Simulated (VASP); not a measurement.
Input of a VASP 6.6.1 run:

File INCAR:

```
SYSTEM = MnBr3
  ALGO = Normal
  EDIFF = 1E-7
  ENCUT = 520
  GGA = PE
  ISIF = 2
  ISMEAR = 0
  ISPIN = 2
  LASPH = .True.
  LCHARG = .False.
  LMAXMIX = 4
  LORBIT = 11
  LREAL = .False.
  LWAVE = .False.
  MAGMOM = 5.26 -0.3 -0.3 -0.3
  NBANDS = 29
  NELM = 150
  PREC = Accurate
  SIGMA = 0.1
```

File KPOINTS:

```
k-points
0
Gamma
  10 10 10
  0 0 0
```

POSCAR

```
MnBr3
1.0
    4.6906678085      0.0000000000      0.0000000000
    0.0000000000      4.6906678085      0.0000000000
    0.0000000000      0.0000000000      4.6906678085
Mn Br
1 3
Direct
    0.0000000000      0.0000000000      0.0000000000
    0.0000000000      0.5000000000      0.5000000000
    0.5000000000      0.5000000000      0.0000000000
    0.5000000000      0.0000000000      0.5000000000
```

Potentials or basis: VASP PAW PBE potentials, release 64 (Mn_pv, Br).

Launch:

```bash
$ cat potpaw_PBE.64/Mn_pv/POTCAR potpaw_PBE.64/Br/POTCAR > POTCAR
$ mpirun -np 1 vasp_std > vasp.out
```

Task: What does it give for the net moment?

Result: 4.06 μB per cell.

Task: Predict the site moments.

Result: Mn +4.53; Br -0.21 μB.

Task: Estimate the pressure.

Result: 0.0 GPa.
